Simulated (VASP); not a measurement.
Input of a VASP 6.6.1 run:

The input INCAR:

```
SYSTEM = CuI
  PREC = Accurate
  ENCUT = 520
  EDIFF = 1E-7
  ISMEAR = -1
  SIGMA = 0.02
  LREAL = .False.
  LASPH = .True.
  NELM = 80
  ALGO = Normal
  ISIF = 2
  LWAVE = .False.
  LCHARG = .True.
  GGA = PE
  LELF = .True.
  LVHAR = .True.
  NBANDS = 16
```

The input KPOINTS:

```
Automatic mesh
0
Gamma
  6 6 6
  0 0 0
```

File POSCAR:

```
CuI
1.0
    0.0000000000      3.0450000000      3.0450000000
    3.0450000000      0.0000000000      3.0450000000
    3.0450000000      3.0450000000      0.0000000000
Cu I
1 1
Direct
    0.0000000000      0.0000000000      0.0000000000
    0.2500000000      0.2500000000      0.2500000000
```

Potentials or basis: VASP PAW PBE potentials, release 64 (Cu, I).

Command:

```sh
$ cat potpaw_PBE.64/Cu/POTCAR potpaw_PBE.64/I/POTCAR > POTCAR
$ mpirun -np 1 vasp_std > vasp.out
```

(1) What does it give for the pressure?

(2) What does it give for the band gap on the k mesh?

Results:

(1) -0.2 GPa.

(2) 1.11 eV.

Caveat: spin-orbit coupling is left out, which moves the levels of the heavy elements.
